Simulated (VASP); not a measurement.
A run of VASP 6.6.1:

The input INCAR:

```
SYSTEM = Pt
PREC = Accurate
ENCUT = 520
EDIFF = 1E-7
ISMEAR = 0
SIGMA = 0.15
LREAL = .False.
LASPH = .True.
NELM = 150
ALGO = Normal
ISIF = 2
LWAVE = .False.
LCHARG = .False.
ISPIN = 2
MAGMOM = 0.1
LORBIT = 11
NUPDOWN = 0.1
LMAXMIX = 4
GGA = PS
NBANDS = 15
```

The input KPOINTS:

```
Automatic mesh
0
Gamma
  22 22 22
  0 0 0
```

The input POSCAR:

```
Pt
1.0
    0.0000000000      1.8335775616      1.8335775616
    1.8335775616      0.0000000000      1.8335775616
    1.8335775616      1.8335775616      0.0000000000
Pt
1
Direct
    0.0000000000      0.0000000000      0.0000000000
```

Potentials or basis: VASP PAW PBE potentials, release 64 (Pt).

Launch:

```sh
$ cat potpaw_PBE.64/Pt/POTCAR > POTCAR
$ mpirun -np 1 vasp_std > vasp.out
```

Hardware: 1 thread of Intel Xeon 8259CL (shared host).

Estimate the wall time of this run.

It took 98 s on 1 thread of Intel Xeon 8259CL, with other jobs on the host, peak memory 0.21 GiB. Counts: scf iterations 13, k points 328.
